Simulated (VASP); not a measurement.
Write the native input for VASP 6.6.1 that does the following.

```yaml
Task: single point
Functional: LDA
Potentials_or_basis: VASP PAW LDA potentials, release 64 (Rb_sv)
Cutoff: 520 eV
k_mesh: 5 × 5 × 5
Occupations: fermi-dirac, width 0.05 eV
Spin: no spin polarisation
Dipole_correction: no
Further_INCAR_settings: ALGO = Normal; EDIFF = 1e-06; NBANDS = 10
```

The structure of Rb lies in POSCAR:

```
Rb
1.0
   -2.6852328549      2.6852328549      2.6852328549
    2.6852328549     -2.6852328549      2.6852328549
    2.6852328549      2.6852328549     -2.6852328549
Rb
1
Direct
    0.0000000000      0.0000000000      0.0000000000
```

These files were run (other wordings do the same):

INCAR

```
SYSTEM = Rb
PREC = Accurate
ENCUT = 520
EDIFF = 1E-6
ISMEAR = -1
SIGMA = 0.05
LREAL = .FALSE.
LASPH = .TRUE.
NELM = 80
ALGO = Normal
ISIF = 2
LWAVE = .FALSE.
LCHARG = .FALSE.
GGA = CA
NBANDS = 10
```

KPOINTS

```
Automatic mesh
0
G
  5 5 5
  0 0 0
```

Potentials or basis: VASP PAW LDA potentials, release 64 (Rb_sv).

Run with:

```sh
$ cat potpaw_LDA.64/Rb_sv/POTCAR > POTCAR
$ mpirun -np 1 vasp_std > vasp.out
```

It gave:

```yaml
Pressure: 0.0 GPa
Band_gap_on_the_k_mesh: zero (an odd number of electrons rules out a gap without spin polarisation)
```

It took 4.8 s on 1 thread of Intel Xeon 8259CL (shared host), peak memory 0.16 GiB.
